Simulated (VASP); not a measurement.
# C in VASP: single point with PBE+D3(BJ)

Aim: the single point of C with PBE+D3(BJ).

Program: VASP 6.6.1. These are calculated values, not measurements. Logs are shortened: lines on timing, memory, paths and dates and some standing lists are left out, and cuts for length are marked.

### 1 The cell of the first run

The cell holds a slab with vacuum, 2 atoms: a = 2.456 Å, b = 2.456 Å, c = 8.524 Å, α = 90.00°, β = 90.00°, γ = 120.00°.

### 2 Single point, PBE+D3(BJ) (atom 1 (C) moved by (-0.300, +0.600) A along x and y)

Contents of INCAR:

```
  PREC = Accurate
  ENCUT = 520
  EDIFF = 1E-6
  ISMEAR = 0
  SIGMA = 0.15
  LREAL = F
  LASPH = T
  NELM = 60
  ALGO = Normal
  ISIF = 2
  LWAVE = F
  LCHARG = F
  GGA = PE
  IVDW = 12
  NBANDS = 11
```

Contents of KPOINTS:

```
regular mesh
0
Gamma
  30 30 8
```

Contents of POSCAR:

```
C
1.0
    2.4561701622      0.0000000000      0.0000000000
   -1.2280850811      2.1271057565      0.0000000000
    0.0000000000      0.0000000000      8.5238033600
C
2
Direct
    0.3522286698      0.9487400888      0.0000000000
    0.6666666667      0.3333333333      0.0000000000
```

Potentials or basis: VASP PAW PBE potentials, release 64 (C).

Launch:

```console
$ cat potpaw_PBE.64/C/POTCAR > POTCAR
$ mpirun -np 1 vasp_std > vasp.out
```

OUTCAR:

```text
PREC = Accurate
   ENCUT = 520
   EDIFF = 1E-6
   ISMEAR = 0
   LREAL = F
   LASPH = T
   NELM = 60
   ISIF = 2
   GGA = PE
   IVDW = 12
 IVDW          = 12

 ion  position               nearest neighbor table
   1  0.352  0.949  0.000-   2 0.87   2 1.60   2 2.01
   2  0.667  0.333  0.000-   1 0.87   1 1.60   1 2.01

 -----------------------------------------------------------------------------
|                                                                             |
|           W    W    AA    RRRRR   N    N  II  N    N   GGGG   !!!           |
|           W    W   A  A   R    R  NN   N  II  NN   N  G    G  !!!           |
|           W    W  A    A  R    R  N N  N  II  N N  N  G       !!!           |
|           W WW W  AAAAAA  RRRRR   N  N N  II  N  N N  G  GGG   !            |
|           WW  WW  A    A  R   R   N   NN  II  N   NN  G    G                |
|           W    W  A    A  R    R  N    N  II  N    N   GGGG   !!!           |
|                                                                             |
|     The distance between some ions is very small. Please check the          |
|     nearest-neighbor list in the OUTCAR file.                               |
|     I HOPE YOU KNOW WHAT YOU ARE DOING!                                     |
|                                                                             |
 -----------------------------------------------------------------------------

  LATTYP: Found a hexagonal cell.
 ALAT       =     2.4561701622
 C/A-ratio  =     3.4703635323

  Lattice vectors:

 A1 = (   2.4561701622,   0.0000000000,   0.0000000000)
 A2 = (  -1.2280850811,   2.1271057565,   0.0000000000)
 A3 = (   0.0000000000,   0.0000000000,   8.5238033600)

Analysis of symmetry for initial positions (statically):
=====================================================================
 Subroutine PRICEL returns:
 Original cell was already a primitive cell.

 Routine SETGRP: Setting up the symmetry group for a
 hexagonal supercell.

 Subroutine GETGRP returns: Found  4 space group operations
 (whereof  2 operations were pure point group operations)
 out of a pool of 24 trial point group operations.

The static configuration has the point symmetry C_1h.
 The point group associated with its full space group is C_2h.

Analysis of symmetry for dynamics (positions and initial velocities):
=====================================================================
 Subroutine PRICEL returns:
 Original cell was already a primitive cell.

 Routine SETGRP: Setting up the symmetry group for a
 hexagonal supercell.

 Subroutine GETGRP returns: Found  4 space group operations
 (whereof  2 operations were pure point group operations)
 out of a pool of 24 trial point group operations.

The dynamic configuration has the point symmetry C_1h.
 The point group associated with its full space group is C_2h.

 Subroutine INISYM returns: Found  4 space group operations
 (whereof  2 operations are pure point group operations),
 and found     1 'primitive' translations

----------------------------------------------------------------------------------------

                                     Primitive cell

  volume of cell :      44.5329

  direct lattice vectors                    reciprocal lattice vectors
     2.456170162  0.000000000  0.000000000     0.407137916  0.235061185  0.000000000
    -1.228085081  2.127105756  0.000000000     0.000000000  0.470122370  0.000000000
     0.000000000  0.000000000  8.523803360     0.000000000  0.000000000  0.117318521

  length of vectors
     2.456170162  2.456170162  8.523803360     0.470122370  0.470122370  0.117318521

  position of ions in fractional coordinates (direct lattice)
     0.352228670  0.948740089  0.000000000
     0.666666667  0.333333333  0.000000000

  ion indices of the primitive-cell ions
   primitive index   ion index
                 1           1
                 2           2

----------------------------------------------------------------------------------------

 KPOINTS: regular mesh

Automatic generation of k-mesh.
 Grid dimensions read from file:
 generate k-points for:   30   30    8

 Generating k-lattice:

  Cartesian coordinates                     Fractional coordinates (reciprocal lattice)
     0.013571264  0.007835373  0.000000000     0.033333333  0.000000000  0.000000000
     0.000000000  0.015670746  0.000000000     0.000000000  0.033333333  0.000000000
     0.000000000  0.000000000  0.014664815     0.000000000  0.000000000  0.125000000

  Length of vectors
     0.015670746  0.015670746  0.014664815

  Shift w.r.t. Gamma in fractional coordinates (k-lattice)
     0.000000000  0.000000000  0.000000000

 Subroutine IBZKPT returns following result:
 ===========================================

 Found   2260 irreducible k-points:

 Following reciprocal coordinates:
            Coordinates               Weight
  0.000000  0.000000  0.000000      1.000000
  0.033333 -0.000000  0.000000      2.000000
  0.000000  0.033333  0.000000      2.000000
 -0.033333  0.033333  0.000000      2.000000
  0.066667  0.000000  0.000000      2.000000
  0.000000  0.066667  0.000000      2.000000
[... 16 lines left out ...]
  0.266667  0.000000  0.000000      2.000000
  0.000000  0.266667  0.000000      2.000000
 [... further k-points ...]
   k-points           NKPTS =   2260   k-points in BZ     NKDIM =   2260   number of bands    NBANDS=     11
   number of dos      NEDOS =    301   number of ions     NIONS =      2
   total plane-waves  NPLWV =  20736
   dimension x,y,z NGX =    18 NGY =   18 NGZ =   64
   dimension x,y,z NGXF=    36 NGYF=   36 NGZF=  128
   ions per type =               2
   NGX,Y,Z   is equivalent  to a cutoff of  12.18, 12.18, 12.48 a.u.
   NGXF,Y,Z  is equivalent  to a cutoff of  24.37, 24.37, 24.96 a.u.
 SYSTEM =  unknown system
   PREC   = accura    normal or accurate (medium, high low for compatibility)
   ISTART =      0    job   : 0-new  1-cont  2-samecut
   ICHARG =      2    charge: 1-file 2-atom 10-const
   ISPIN  =      1    spin polarized calculation?
   LNONCOLLINEAR =      F non collinear calculations
   LSORBIT =      F    spin-orbit coupling
   LASPH  =      T    aspherical Exc in radial PAW
   ENCUT  =  520.0 eV  38.22 Ry    6.18 a.u.   4.57  4.57 15.85*2*pi/ulx,y,z
   NELM   =     60;   NELMIN=  2; NELMDL= -5     # of ELM steps
   EDIFF  = 0.1E-05   stopping-criterion for ELM
   LREAL  =      F    real-space projection
   EDIFFG = 0.1E-04   stopping-criterion for IOM
   NSW    =      0    number of steps for IOM
   IBRION =     -1    ionic relax: 0-MD 1-quasi-New 2-CG
   NFREE  =      0    steps in history (QN), initial steepest desc. (CG)
   ISIF   =      2    stress and relaxation
   ISYM   =      2    0-nonsym 1-usesym 2-fastsym
   POTIM  = 0.5000    time-step for ionic-motion
   TEBEG  =    0.0;   TEEND  =   0.0 temperature during run
   PSTRESS=    0.0 pullay stress
   NELECT =       8.0000    total number of electrons
   NUPDOWN=      -1.0000    fix difference up-down
   EMIN   =  10.00;   EMAX   =-10.00  energy-range for DOS
   EFERMI =   0.00;   METHOD = LEGACY
   ISMEAR =     0;   SIGMA  =   0.15  broadening in eV -4-tet -1-fermi 0-gaus
   EFERMI_NEDOS =   21; number of points for ismear=-14 and -15
   IALGO  =     38    algorithm
   IMIX   =      4    mixing-type and parameters
     AMIX     =   0.40;   BMIX     =  1.00
     AMIX_MAG =   1.60;   BMIX_MAG =  1.00
  volume/ion in A,a.u.               =      22.27       150.26
  Fermi-wavevector in a.u.,A,eV,Ry     =   0.923729  1.745594 11.609511  0.853275
  Thomas-Fermi vector in A             =   2.049397
   LORBIT       =      0    0 simple, 1 ext, 2 COOP (PROOUT), +10 PAW based schemes
   GGA     = PE    functional components
   LHFCALC =     F    Hartree Fock is set to
   AEXX    =    0.0000 exact exchange contribution
   IVDW    =    12    specifies the selected vdW correction
   LEPSILON=     F    determine dielectric tensor
   LRPA    =     F    only Hartree local field effects (RPA)
 non-spin polarized calculation
 Gauss-broadening in eV      SIGMA  =   0.15
  energy-cutoff  :      520.00
  volume of cell :       44.53
 maximum number of plane-waves:      1222
   NGX =  9   NGY =  9   NGZ = 31

 number of electron       7.9999998 magnetization

 Free energy of the ion-electron system (eV)
  ---------------------------------------------------
  ext. energy  EPLUGINS =         0.00000000
  ---------------------------------------------------
  free energy    TOTEN  =        -1.58681505 eV

  energy without entropy =       -1.58681505  energy(sigma->0) =       -1.58681505

 E-fermi :  -1.5444     XC(G=0):  -4.7324

 val. band max:       -2.1796091079   @ k =   0.0000   0.0000   0.3750
 cond. band min:      -0.2238764375   @ k =   0.5000   0.0000   0.1250
 fundamental gap:      1.9557326704
 Fermi energy:        -1.5444353005

 k-point     1 :       0.0000    0.0000    0.0000
  band No.  band energies     occupation
      1     -19.2381      2.00000
      2      -9.0082      2.00000
      3      -8.2984      2.00000
      4      -2.1796      2.00000
      5       2.1752      0.00000
      6       4.0869      0.00000
      7       6.3076      0.00000
      8       9.2738      0.00000
      9       9.5058      0.00000
     10      11.8970      0.00000
     11      15.3824      0.00000

 k-point     2 :       0.0333   -0.0000    0.0000
  band No.  band energies     occupation
      1     -19.2162      2.00000
      2      -8.9811      2.00000
      3      -8.3207      2.00000
      4      -2.1823      2.00000
      5       2.2110      0.00000
      6       4.1193      0.00000
      7       6.3376      0.00000
      8       8.6578      0.00000
      9       9.9825      0.00000
     10      11.8969      0.00000
     11      15.2460      0.00000
[... 295 lines left out ...]
 k-point    24 :       0.0000    0.2667    0.0000
  band No.  band energies     occupation
      1     -17.9628      2.00000
      2      -9.6669      2.00000
      3      -7.3003      2.00000
      4      -3.8903      2.00000
      5       4.4142      0.00000
      6       5.6114      0.00000
      7       7.5708      0.00000
      8       8.2194      0.00000
      9       8.4593      0.00000
     10       9.5690      0.00000
     11      14.8585      0.00000

 [... further k-points ...]

------------------------ aborting loop because EDIFF is reached ----------------------------------------

 Edisp (eV)   -0.19484

 E8    (eV) :    -0.0599

  FORCE on cell =-STRESS in cart. coord.  units (eV):
  Direction    XX          YY          ZZ          XY          YZ          ZX
  --------------------------------------------------------------------------------------
  -------------------------------------------------------------------------------------
  Total      15.51577    72.73572    -0.04288    19.82661     0.00000     0.00000
  in kB     558.21700  2616.84119    -1.54266   713.30960     0.00000     0.00000
  external pressure =     1057.84 kB  Pullay stress =        0.00 kB

 VOLUME and BASIS-vectors are now :
 -----------------------------------------------------------------------------
  energy-cutoff  :      520.00
  volume of cell :       44.53
      direct lattice vectors                 reciprocal lattice vectors
     2.456170162  0.000000000  0.000000000     0.407137916  0.235061185  0.000000000
    -1.228085081  2.127105756  0.000000000     0.000000000  0.470122370  0.000000000
     0.000000000  0.000000000  8.523803360     0.000000000  0.000000000  0.117318521

 POSITION                                       TOTAL-FORCE (eV/Angst)
 -----------------------------------------------------------------------------------
     -0.30000      2.01807      0.00000       -38.405699    -94.867564      0.000000
      1.22809      0.70904      0.00000        38.405699     94.867564      0.000000
 -----------------------------------------------------------------------------------
    total drift:                               -0.000004     -0.000004     -0.000000

  FREE ENERGIE OF THE ION-ELECTRON SYSTEM (eV)
  ---------------------------------------------------
  free  energy   TOTEN  =        -1.7816513579 eV

  energy  without entropy=       -1.7816513579  energy(sigma->0) =       -1.78165136
```

Run time: 15 min. Hardware: 1 thread of Intel Xeon 6975P-C, shared host; peak memory 0.89 GiB.

What came out:

| Item | Value |
| --- | --- |
| Free energy | -1.7817 eV |
| Largest force | 102.347 eV/Å |
| Band gap on the k mesh | 1.96 eV, indirect (least direct gap 2.01 eV) |
| Dispersion energy per atom | -0.097 eV |

Forces in eV/Å, atoms in the order of the input:
```
C   -38.406 -94.868   0.000
C    38.406  94.868   0.000
```

Levels at points of the mesh, in eV from the valence-band top:
```tsv
k point	band 1	band 2	band 3	band 4	band 5	band 6	band 7	band 8	band 9
(0.00, 0.00, 0.00)	-17.06	-6.83	-6.12	0.00	4.35	6.27	8.49	11.45	11.69
(0.50, 0.00, 0.00)	-13.90	-9.61	-3.17	-0.05	1.96	5.82	12.03	12.55	13.96
(0.00, 0.50, 0.00)	-14.09	-9.44	-2.83	-2.71	4.92	8.31	10.14	12.56	13.19
(0.50, 0.50, 0.00)	-13.39	-9.30	-5.95	-4.18	6.85	9.56	12.42	12.55	14.03
(0.00, 0.00, 0.50)	-17.06	-6.83	-6.12	0.00	4.85	5.24	9.74	11.45	11.66
(0.50, 0.00, 0.50)	-13.90	-9.61	-3.17	-0.05	1.96	5.82	12.34	12.87	13.33
(0.00, 0.50, 0.50)	-14.09	-9.44	-2.83	-2.71	4.92	8.32	10.15	12.85	13.36
(0.50, 0.50, 0.50)	-13.39	-9.30	-5.95	-4.18	6.85	9.51	12.90	13.13	13.31
```

Caveat: the cell differs from its parent crystal (atom 1 (C) moved by (-0.300, +0.600) A along x and y).
